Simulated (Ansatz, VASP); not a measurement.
One calculation of Ni, two programs

```
CELL_PARAMETERS angstrom
0.00000 1.73191 1.73191
1.73191 0.00000 1.73191
1.73191 1.73191 0.00000
ATOMIC_POSITIONS crystal
Ni 0.00000 0.00000 0.00000
```

Alike in both runs: functional PBEsol; k mesh 21 × 21 × 21; occupations fermi-dirac, width 0.08 eV; collinear spin.

Ansatz relaxed the structure, and its values are those at the end. VASP's run is a single point on that final structure, the one shown.

|  | VASP | Ansatz |
| --- | --- | --- |
| version | VASP 6.6.1 | Ansatz 0.2.0 |
| potentials or method | VASP PAW PBE potentials, release 64 (Ni) | PAW with Ansatz's default frozen-core files, scalar-relativistic |
| plane-wave cutoff (eV) | 520 | 420 |
| valence electrons in the cell | 10 | 18 |

Ansatz gave:

| Item | Value |
| --- | --- |
| pressure (GPa) | 0.0 |
| net moment per atom (μB) | 0.61 |
| size of the moment on the site where the two differ most (μB) | 0.64 |

**Question.** Estimate VASP's values.

**Answer.** Pressure (GPa): -0.1; net moment per atom (μB): 0.59; size of the moment on the site where the two differ most (μB): 0.60.

VASP's potentials were made for PBE, not for PBEsol. Site moments also hang on the region over which each program counts them. VASP's potentials hold 10 valence electrons a cell and Ansatz's 18, so a difference there can come from the potentials and not from the codes.
